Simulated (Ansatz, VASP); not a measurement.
## One calculation of YAl7N8, two programs

```
Y Al N
1.0
     3.19214   -0.02148    5.08490
     3.19214    0.02148   -5.08490
    -3.19214    5.56423   -0.02340
Y Al N
1 7 8
Cartesian
  0.0000 1.8560 -0.3078
  -1.5961 4.6381 -0.3195
  3.1921 1.8560 -0.3078
  1.5961 4.6381 -0.3195
  1.5961 0.9394 -2.8464
  1.5961 0.9179 2.2385
  0.0000 3.7215 -2.8581
  0.0000 3.7000 2.2268
  3.1921 1.8667 -2.8503
  3.1921 1.8453 2.2346
  1.5961 4.6489 -2.8620
  1.5961 4.6274 2.2229
  1.5961 0.9286 -0.3039
  0.0000 3.7108 -0.3156
  4.7882 0.9286 -0.3039
  3.1921 3.7108 -0.3156
```

Change from the starting cell: polar distortion scaled by 0.00.

Alike in both runs: task single point; functional PBEsol; k mesh 6 × 6 × 6; no spin polarisation.

|  | VASP | Ansatz |
| --- | --- | --- |
| version | VASP 6.6.1 | Ansatz 0.2.0 |
| potentials or method | VASP PAW PBE potentials, release 64 (Y_sv, Al, N), cutoff 520 eV | scalar-relativistic, plane waves, PAW |
| occupations | gaussian, width 0.01 eV | fixed |
| valence electrons in the cell | 72 | 72 |

VASP gave:

```
gap on the k mesh at the Fermi level (eV)                     : 2.08
least direct gap on the mesh (eV)                             : 2.08
pressure (GPa)                                                : 12.2
traceless stress, the component that is largest in VASP (GPa) : -24.40
rms of the force components (eV/Å)                            : 2.280
```

**Question.** Estimate Ansatz's values.

**Answer.** gap on the k mesh at the Fermi level (eV): 2.07; least direct gap on the mesh (eV): 2.07; pressure (GPa): 12.2; traceless stress, the component that is largest in VASP (GPa): -24.16; rms of the force components (eV/Å): 2.277.

VASP's potentials were made for PBE, not for PBEsol, and Ansatz warns of the same on its side. Atom by atom the forces differ by 0.005 eV/Å (rms over components).
